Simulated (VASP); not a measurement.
# AlN (Cmc2_1) in VASP: single point with PBE

Aim: the single point of AlN with PBE.

Program: VASP 6.6.1. These are calculated values, not measurements. Logs are shortened: lines on timing, memory, paths and dates and some standing lists are left out, and cuts for length are marked.

## Step 1: The cell of the first run

The structure is orthorhombic, space group Cmc2_1 (No. 36). Conventional cell: a = 3.218 Å, b = 5.194 Å, c = 5.243 Å, α = 90.00°, β = 90.00°, γ = 90.00°. Al (site symmetry m) has 4 N at 1.84 to 2.00 Å within 2.4 Å. N (site symmetry m) has 4 Al at 1.84 to 2.00 Å within 2.4 Å.

## Step 2: Single point, PBE

INCAR reads:

```
PREC     = Accurate       # precision mode
ENCUT    = 520            # plane-wave cutoff, eV
EDIFF    = 1E-7           # SCF threshold, eV
ISMEAR   = 0              # smearing method
SIGMA    = 0.02           # smearing width, eV
LREAL    = F              # projectors in reciprocal space
LASPH    = T              # aspherical terms in the spheres
NELM     = 60             # most SCF steps
ALGO     = Normal         # electronic algorithm
ISIF     = 2              # what is computed and relaxed
LWAVE    = F              # write WAVECAR
LCHARG   = F              # write CHGCAR
GGA      = PE             # functional
NBANDS   = 16             # bands
ISYM     = 0
```

KPOINTS reads:

```
regular mesh
0
Gamma
  8 5 10
```

POSCAR reads:

```
AlN
1.0
    3.2184289258      0.0000000000      0.0000000000
    0.0000000000      5.2430304340      0.0000000000
   -1.6092144629      0.0000000000      2.5967868923
Al N
2 2
Direct
    0.6666666667      0.0017287175      0.3333333333
    0.3333333333      0.5017287175      0.6666666667
    0.6666666667      0.3832712825      0.3333333333
    0.3333333333      0.8832712825      0.6666666667
```

Potentials or basis: VASP PAW PBE potentials, release 64 (Al, N).

Command:

```
$ cat potpaw_PBE.64/Al/POTCAR potpaw_PBE.64/N/POTCAR > POTCAR
$ mpirun -np 1 vasp_std > vasp.out
```

OUTCAR:

```text
PREC = Accurate
   ENCUT = 520
   EDIFF = 1E-7
   ISMEAR = 0
   LREAL = F
   LASPH = T
   NELM = 60
   ISIF = 2
   GGA = PE
   ISYM = 0

 ion  position               nearest neighbor table
   1  0.667  0.002  0.333-   4 1.84   4 1.93   4 1.93   3 2.00   2 3.14   2 3.14   2 3.20   2 3.20
                             2 3.20   2 3.20
   2  0.333  0.502  0.667-   3 1.84   3 1.93   3 1.93   4 2.00   1 3.14   1 3.14   1 3.20   1 3.20
                             1 3.20   1 3.20
   3  0.667  0.383  0.333-   2 1.84   2 1.93   2 1.93   1 2.00
   4  0.333  0.883  0.667-   1 1.84   1 1.93   1 1.93   2 2.00

IMPORTANT INFORMATION: All symmetrisations will be switched off!
NOSYMM: (Re-)initialisation of all symmetry stuff for point group C_1.

----------------------------------------------------------------------------------------

                                     Primitive cell

  volume of cell :      43.8190

  direct lattice vectors                    reciprocal lattice vectors
     3.218428926  0.000000000  0.000000000     0.310710605  0.000000000  0.192545642
     0.000000000  5.243030434  0.000000000     0.000000000  0.190729391  0.000000000
    -1.609214463  0.000000000  2.596786892     0.000000000  0.000000000  0.385091285

  length of vectors
     3.218428926  5.243030434  3.054975180     0.365533726  0.190729391  0.385091285

  position of ions in fractional coordinates (direct lattice)
     0.666666667  0.001728718  0.333333333
     0.333333333  0.501728718  0.666666667
     0.666666667  0.383271282  0.333333333
     0.333333333  0.883271282  0.666666667

  ion indices of the primitive-cell ions
   primitive index   ion index
                 1           1
                 2           2
                 3           3
                 4           4

----------------------------------------------------------------------------------------

 KPOINTS: regular mesh

Automatic generation of k-mesh.
 Grid dimensions read from file:
 generate k-points for:    8    5   10

 Generating k-lattice:

  Cartesian coordinates                     Fractional coordinates (reciprocal lattice)
     0.038838826  0.000000000  0.024068205     0.125000000  0.000000000  0.000000000
     0.000000000  0.038145878  0.000000000     0.000000000  0.200000000  0.000000000
     0.000000000  0.000000000  0.038509128     0.000000000  0.000000000  0.100000000

  Length of vectors
[... 77 lines left out ...]
   EDIFF  = 0.1E-06   stopping-criterion for ELM
   LREAL  =      F    real-space projection
   EDIFFG = 0.1E-05   stopping-criterion for IOM
   NSW    =      0    number of steps for IOM
   IBRION =     -1    ionic relax: 0-MD 1-quasi-New 2-CG
   NFREE  =      0    steps in history (QN), initial steepest desc. (CG)
   ISIF   =      2    stress and relaxation
   ISYM   =      0    0-nonsym 1-usesym 2-fastsym
   POTIM  = 0.5000    time-step for ionic-motion
   TEBEG  =    0.0;   TEEND  =   0.0 temperature during run
   PSTRESS=    0.0 pullay stress
   NELECT =      16.0000    total number of electrons
   NUPDOWN=      -1.0000    fix difference up-down
   EMIN   =  10.00;   EMAX   =-10.00  energy-range for DOS
   EFERMI =   0.00;   METHOD = LEGACY
   ISMEAR =     0;   SIGMA  =   0.02  broadening in eV -4-tet -1-fermi 0-gaus
   EFERMI_NEDOS =   21; number of points for ismear=-14 and -15
   IALGO  =     38    algorithm
   IMIX   =      4    mixing-type and parameters
     AMIX     =   0.40;   BMIX     =  1.00
     AMIX_MAG =   1.60;   BMIX_MAG =  1.00
  volume/ion in A,a.u.               =      10.95        73.93
  Fermi-wavevector in a.u.,A,eV,Ry     =   1.170112  2.211190 18.628569  1.369161
  Thomas-Fermi vector in A             =   2.306575
   LORBIT       =      0    0 simple, 1 ext, 2 COOP (PROOUT), +10 PAW based schemes
   GGA     = PE    functional components
   LHFCALC =     F    Hartree Fock is set to
   AEXX    =    0.0000 exact exchange contribution
   IVDW    =     0    specifies the selected vdW correction
   LEPSILON=     F    determine dielectric tensor
   LRPA    =     F    only Hartree local field effects (RPA)
 non-spin polarized calculation
 Gauss-broadening in eV      SIGMA  =   0.02
  energy-cutoff  :      520.00
  volume of cell :       43.82
 maximum number of plane-waves:      1198
   NGX = 11   NGY = 19   NGZ = 11

 number of electron      16.0000003 magnetization

 Free energy of the ion-electron system (eV)
  ---------------------------------------------------
  ext. energy  EPLUGINS =         0.00000000
  ---------------------------------------------------
  free energy    TOTEN  =       -29.56260790 eV

  energy without entropy =      -29.56260790  energy(sigma->0) =      -29.56260790

 E-fermi :   5.8863     XC(G=0): -10.7046

 val. band max:        5.7192042568   @ k =   0.0000   0.0000   0.0000
 cond. band min:       9.3439633278   @ k =   0.0000   0.0000   0.0000
 fundamental gap:      3.6247590710
 Fermi energy:         5.8862712212

 k-point     1 :       0.0000    0.0000    0.0000
  band No.  band energies     occupation
      1      -9.2095      2.00000
      2      -7.4202      2.00000
      3      -0.2103      2.00000
      4       4.8937      2.00000
      5       5.2065      2.00000
      6       5.4123      2.00000
[... 433 lines left out ...]
      3       1.1734      2.00000
      4       1.6590      2.00000
      5       2.5054      2.00000
      6       4.1733      2.00000
[... 8 lines left out ...]
     15      17.5303      0.00000
     16      19.4340      0.00000

 [... further k-points ...]

------------------------ aborting loop because EDIFF is reached ----------------------------------------

  FORCE on cell =-STRESS in cart. coord.  units (eV):
  Direction    XX          YY          ZZ          XY          YZ          ZX
  --------------------------------------------------------------------------------------
  -------------------------------------------------------------------------------------
  Total       -2.6894041     -4.3632212      3.8273835     -0.0000001     -0.0000013     -0.0000603
  in kB      -98.3340760   -159.5347163    139.9426048     -0.0000041     -0.0000473     -0.0022051
  external PRESSURE =     -39.3087292 kB  Pullay stress =       0.0000000 kB

 VOLUME and BASIS-vectors are now :
 -----------------------------------------------------------------------------
  energy-cutoff  :      520.00
  volume of cell :       43.82
      direct lattice vectors                 reciprocal lattice vectors
     3.218428926  0.000000000  0.000000000     0.310710605  0.000000000  0.192545642
     0.000000000  5.243030434  0.000000000     0.000000000  0.190729391  0.000000000
    -1.609214463  0.000000000  2.596786892     0.000000000  0.000000000  0.385091285

 POSITION                                       TOTAL-FORCE (eV/Angst)
 -----------------------------------------------------------------------------------
      1.60921      0.00906      0.86560         0.000003      0.426678      0.679226
     -0.00000      2.63058      1.73119        -0.000003      0.426683     -0.679231
      1.60921      2.00950      0.86560         0.000002     -0.426683      0.777603
     -0.00000      4.63102      1.73119        -0.000002     -0.426677     -0.777597
 -----------------------------------------------------------------------------------
    total drift:                                0.000000     -0.000202      0.000008

  FREE ENERGIE OF THE ION-ELECTRON SYSTEM (eV)
  ---------------------------------------------------
  free  energy   TOTEN  =       -29.5626078964 eV

  energy  without entropy=      -29.5626078964  energy(sigma->0) =      -29.56260790
```

OSZICAR:

```text
N       E                     dE             d eps       ncg     rms          rms(c)
DAV:   1     0.416220161401E+02    0.41622E+02   -0.72300E+03  6464   0.889E+02
DAV:   2    -0.305966252397E+02   -0.72219E+02   -0.66193E+02  9152   0.185E+02
DAV:   3    -0.342036608390E+02   -0.36070E+01   -0.35963E+01  7992   0.427E+01
DAV:   4    -0.342267114864E+02   -0.23051E-01   -0.23049E-01  8296   0.387E+00
DAV:   5    -0.342270218249E+02   -0.31034E-03   -0.31034E-03  8360   0.455E-01    0.120E+01
DAV:   6    -0.295532346765E+02    0.46738E+01   -0.11094E+01  7904   0.236E+01    0.411E+00
DAV:   7    -0.295773457438E+02   -0.24111E-01   -0.62542E-01  6944   0.557E+00    0.289E+00
DAV:   8    -0.295668651512E+02    0.10481E-01   -0.68328E-02  8312   0.235E+00    0.586E-01
DAV:   9    -0.295620625108E+02    0.48026E-02   -0.12289E-02  8840   0.808E-01    0.254E-01
DAV:  10    -0.295626856796E+02   -0.62317E-03   -0.23076E-03  7288   0.307E-01    0.130E-01
DAV:  11    -0.295626027450E+02    0.82935E-04   -0.23270E-04  7976   0.120E-01    0.240E-02
DAV:  12    -0.295626079631E+02   -0.52181E-05   -0.13344E-05  8144   0.288E-02    0.951E-03
DAV:  13    -0.295626078078E+02    0.15535E-06   -0.32966E-06  7600   0.146E-02    0.152E-03
DAV:  14    -0.295626078964E+02   -0.88653E-07   -0.25633E-07  8232   0.377E-03
   1 F= -.29562608E+02 E0= -.29562608E+02  d E =-.139962E-34
```

stdout:

```text
POSCAR found type information on POSCAR AlN
 POSCAR found :  2 types and       4 ions
 scaLAPACK will be used
 LDA part: xc-table for (Slater+PW92), standard interpolation
 -----------------------------------------------------------------------------
|                                                                             |
|           W    W    AA    RRRRR   N    N  II  N    N   GGGG   !!!           |
|           W    W   A  A   R    R  NN   N  II  NN   N  G    G  !!!           |
|           W    W  A    A  R    R  N N  N  II  N N  N  G       !!!           |
|           W WW W  AAAAAA  RRRRR   N  N N  II  N  N N  G  GGG   !            |
|           WW  WW  A    A  R   R   N   NN  II  N   NN  G    G                |
|           W    W  A    A  R    R  N    N  II  N    N   GGGG   !!!           |
|                                                                             |
|     Your reciprocal lattice and k-lattice belong to different lattice       |
|     classes:                                                                |
|                                                                             |
|        The reciprocal lattice is base centered orthorhombic,                |
|        whereas your k-lattice is simple monoclinic.                         |
|                                                                             |
|     Results are often still useful ...                                      |
|                                                                             |
 -----------------------------------------------------------------------------

 POSCAR, INCAR and KPOINTS ok, starting setup
 FFT: planning ... GRIDC
 FFT: planning ... GRID_SOFT
 FFT: planning ... GRID
 WAVECAR not read
 entering main loop
```

It took 48 s on 1 thread of Intel Xeon Platinum 8488C (Sapphire Rapids), shared host; peak memory 0.24 GiB.

Results:

| Property | Result |
| --- | --- |
| Free energy | -29.5626 eV |
| Pressure | -3.9 GPa |
| Largest force | 0.887 eV/Å |
| Band gap on the k mesh | 3.62 eV, direct |

Forces on the atoms (eV/Å):
```
Al   0.000  0.427  0.679
Al   0.000  0.427 -0.679
N    0.000 -0.427  0.778
N    0.000 -0.427 -0.778
```

Levels at points of the mesh, in eV from the valence-band top:
```tsv
k point	band 5	band 6	band 7	band 8	band 9	band 10	band 11	band 12
(0.00, 0.00, 0.00)	-0.51	-0.31	-0.18	0.00	3.62	6.59	9.86	10.67
(0.50, 0.00, 0.00)	-3.34	-1.78	-1.54	-0.54	5.37	6.25	7.83	9.71
(0.00, 0.00, 0.50)	-2.95	-2.30	-1.71	-1.06	5.22	5.32	7.44	9.88
(0.50, 0.00, 0.50)	-3.34	-1.78	-1.54	-0.54	5.37	6.25	7.83	9.71
```

A hybrid or GW would open this gap; PBE tends to underestimate it.
